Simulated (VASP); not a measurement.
Runs of VASP 6.6.1 on AlGa3As4. The structure is that of space group I-42m (No. 121), or close to it. The cells are those of the table. 

| task | cell | k mesh | cutoff (eV) | smearing | gap on the mesh (eV) | pressure (GPa) | largest force (eV/Å) |
| --- | --- | --- | --- | --- | --- | --- | --- |
| single point | a = 6.741 Å, angles 131.8, 131.8, 70.5°, 8 atoms | 4 × 4 × 4 | 520 | gaussian 0.1 eV | 1.30 | 10.8 | 0.06 |
| single point | a = 7.017 Å, angles 131.8, 131.8, 70.5°, 8 atoms | 4 × 4 × 4 | 520 | gaussian 0.1 eV | 0.61 | 0.5 | 0.01 |
| relaxation of cell and atoms | relaxed from a = 6.741 Å, angles 131.8, 131.8, 70.5°, 8 atoms | 4 × 4 × 4 | 600 | gaussian 0.1 eV | (a) | 0.0 | 0.02 |
| single point | a = 7.031 Å, angles 131.8, 131.8, 70.5°, 8 atoms | 8 × 8 × 8 | 520 | gaussian 0.02 eV | (b) | 0.2 | - |

Alike in all rows: level PBE; potentials or basis VASP PAW PBE potentials, release 64 (Al, Ga_d, As); no spin polarisation.

Q: Fill in the values left out.

A: (a) 0.55; (b) 0.57.

Caveats: the cell stands under pressure (at least some runs).

A k mesh can miss the band edges, and the runs leave out spin-orbit coupling on As, Ga.
